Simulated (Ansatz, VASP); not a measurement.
# ScAl: VASP beside Ansatz

POSCAR

```
ScAl
1.0
    3.4209042045      0.0000000000      0.0000000000
    0.0000000000      3.4209042045      0.0000000000
    0.0000000000      0.0000000000      3.4209042045
Sc Al
1 1
Direct
    0.5000000000      0.5000000000      0.5000000000
    0.0000000000      0.0000000000      0.0000000000
```

INCAR.step1

```
SYSTEM = ScAl
  ALGO = Normal
  EDIFF = 1E-4
  ENCUT = 520
  GGA = PE
  ISMEAR = 0
  LASPH = .True.
  LCHARG = .False.
  LREAL = .False.
  LWAVE = .True.
  NBANDS = 14
  NELM = 60
  PREC = Accurate
  SIGMA = 0.15
```

INCAR.step2

```
SYSTEM = ScAl
  ALGO = Normal
  EDIFF = 1E-6
  ENCUT = 520
  ISIF = 2
  ISMEAR = 0
  ISTART = 1
  LASPH = .True.
  LCHARG = .False.
  LMIXTAU = .True.
  LREAL = .False.
  LWAVE = .False.
  METAGGA = R2SCAN
  NBANDS = 14
  NELM = 60
  PREC = Accurate
  SIGMA = 0.15
```

KPOINTS

```
k-points
0
Gamma
  14 14 14
  0 0 0
```

Input for Ansatz:

```yaml
crystal:
  lattice:
    - [3.4209042045, 0.0, 0.0]
    - [0.0, 3.4209042045, 0.0]
    - [0.0, 0.0, 3.4209042045]
  atoms:
    - { symbol: Sc, position: [0.5, 0.5, 0.5] }
    - { symbol: Al, position: [0.0, 0.0, 0.0] }
basis:
  ecutwfc: 500
kpoints:
  mp_grid: { grid: [14, 14, 14] }
hamiltonian:
  xc: r2scan
scf:
  occupations: { method: gaussian, width: 0.15 }
output:
  forces: true
  stress: true
  eigenvalues: true
```

Change from the starting cell: strain +0.015 along x and y, +0.015 along z, atoms carried along.

Alike in both runs: task single point; functional r2SCAN; k mesh 14 × 14 × 14; occupations gaussian, width 0.15 eV; no spin polarisation.

|  | VASP | Ansatz |
| --- | --- | --- |
| version | VASP 6.6.1 | Ansatz 0.2.0 |
| potentials or method | VASP PAW PBE potentials, release 64 (Sc_sv, Al), cutoff 520 eV | scalar-relativistic, plane waves, PAW |
| valence electrons in the cell | 14 | 14 |

|  | VASP | Ansatz | Ansatz less VASP |
| --- | --- | --- | --- |
| gap on the k mesh at the Fermi level (eV) | none | none | - |
| pressure (GPa) | -3.2 | -3.3 | -0.15 |

VASP's potentials were made for PBE, not for r2SCAN. A gap of «none» marks a metal or a gap that the smearing closes. With one functional, cell and mesh, what is left measures potentials, basis and numerics.
